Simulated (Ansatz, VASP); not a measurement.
## Two plane-wave programs on Na2Cl

The input INCAR:

```
SYSTEM = Na2Cl
PREC = Accurate
ENCUT = 520
EDIFF = 1E-7
ISMEAR = 0
SIGMA = 0.1
LREAL = .FALSE.
LASPH = .TRUE.
NELM = 80
ALGO = Normal
ISIF = 2
LWAVE = .FALSE.
LCHARG = .TRUE.
GGA = PS
LELF = .TRUE.
LVHAR = .TRUE.
NBANDS = 30
```

Contents of KPOINTS:

```
regular mesh
0
G
  8 8 4
  0 0 0
```

File POSCAR:

```
Na2Cl
1.0
    3.7164675688      0.0000000000      0.0000000000
    0.0000000000      3.8332139378     -0.0320047920
    0.0000000000     -0.1133331660     12.6117147125
Na Cl
4 2
Direct
    0.0000000000      0.0044737478      0.2250927049
    0.0000000000      0.0167964018      0.7713828850
    0.0000000000     -0.0208854921      0.5065177729
    0.5000000000      0.4991405755     -0.0036498768
    0.5000000000      0.5085486487      0.3609231873
    0.5000000000      0.4919261183      0.6397333268
```

Input for Ansatz:

```yaml
crystal:
  lattice:
    - [3.7164675688, 0.0, 0.0]
    - [0.0, 3.8332139378, -0.032004792]
    - [0.0, -0.113333166, 12.6117147125]
  atoms:
    - { symbol: Na, position: [0.0, 0.0044737478, 0.2250927049] }
    - { symbol: Na, position: [0.0, 0.0167964018, 0.771382885] }
    - { symbol: Na, position: [0.0, -0.0208854921, 0.5065177729] }
    - { symbol: Na, position: [0.5, 0.4991405755, -0.0036498768] }
    - { symbol: Cl, position: [0.5, 0.5085486487, 0.3609231873] }
    - { symbol: Cl, position: [0.5, 0.4919261183, 0.6397333268] }
basis:
  ecutwfc: 420
kpoints:
  mp_grid: { grid: [8, 8, 4] }
hamiltonian:
  xc: pbesol
scf:
  occupations: { method: gaussian, width: 0.1 }
output:
  forces: true
  stress: true
  eigenvalues: true
```

Alike in both runs: task single point; functional PBEsol; k mesh 8 × 8 × 4; occupations gaussian, width 0.1 eV; no spin polarisation.

|  | VASP | Ansatz |
| --- | --- | --- |
| version | VASP 6.6.1 | Ansatz 0.2.0 |
| potentials or method | VASP PAW PBE potentials, release 64 (Na_pv, Cl), cutoff 520 eV | scalar-relativistic, plane waves, PAW |
| valence electrons in the cell | 42 | 50 |

Ansatz gave:

```
gap on the k mesh at the Fermi level (eV)                     : none
pressure (GPa)                                                : -1.9
traceless stress, the component that is largest in VASP (GPa) : 1.47
rms of the force components (eV/Å)                            : 0.076
```

Q: Estimate VASP's values.

A: gap on the k mesh at the Fermi level (eV): none; pressure (GPa): -2.0; traceless stress, the component that is largest in VASP (GPa): 1.47; rms of the force components (eV/Å): 0.075.

VASP's potentials were made for PBE, not for PBEsol. Atom by atom the forces differ by 0.001 eV/Å (rms over components). A gap of «none» marks a metal or a gap that the smearing closes. VASP's potentials hold 42 valence electrons a cell and Ansatz's 50, so a difference there can come from the potentials and not from the codes.
